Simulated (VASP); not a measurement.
Set up this calculation in VASP 6.6.1, as the native input.

```yaml
Task: single point
Functional: LDA
Potentials_or_basis: VASP PAW LDA potentials, release 64 (Li_sv, F)
Cutoff: 520 eV
k_mesh: 9 × 9 × 6
Occupations: gaussian, width 0.05 eV
Spin: no spin polarisation
Dipole_correction: no
Further_INCAR_settings: ALGO = Normal; EDIFF = 1e-06; NBANDS = 18
```

The structure of LiF lies in POSCAR:

```
LiF
1.0
    2.9984347243      0.0000000000      0.0000000000
   -1.4992173621      2.5967206428      0.0000000000
    0.0000000000      0.0000000000      4.7579162205
Li F
2 2
Direct
    0.3333333333      0.6666666667      0.4120529761
    0.6666666667      0.3333333333      0.9120529761
    0.3333333333      0.6666666667      0.9910195924
    0.6666666667      0.3333333333      0.4910195924
```

This cell differs from its parent crystal: c/a of the conventional cell at fixed volume 1.5868.

One way to write it, as run:

INCAR

```
SYSTEM = LiF
ALGO = Normal
EDIFF = 1E-6
ENCUT = 520
ISIF = 2
ISMEAR = 0
LASPH = .TRUE.
LCHARG = .FALSE.
LREAL = .FALSE.
LWAVE = .FALSE.
NBANDS = 18
NELM = 60
PREC = Accurate
SIGMA = 0.05
```

KPOINTS

```
k-points
0
G
  9 9 6
  0 0 0
```

Potentials or basis: VASP PAW LDA potentials, release 64 (Li_sv, F).

Run with:

```sh
$ cat potpaw_LDA.64/Li_sv/POTCAR potpaw_LDA.64/F/POTCAR > POTCAR
$ mpirun -np 1 vasp_std > vasp.out
```

Results of the run:

```yaml
Largest_force: 0.357 eV/Å
Band_gap_on_the_k_mesh: 7.71 eV, direct
```

It took 21 s on 1 thread of Intel(R) Xeon(R) Platinum 8488C (Sapphire Rapids), with other jobs on the host, peak memory 0.14 GiB.
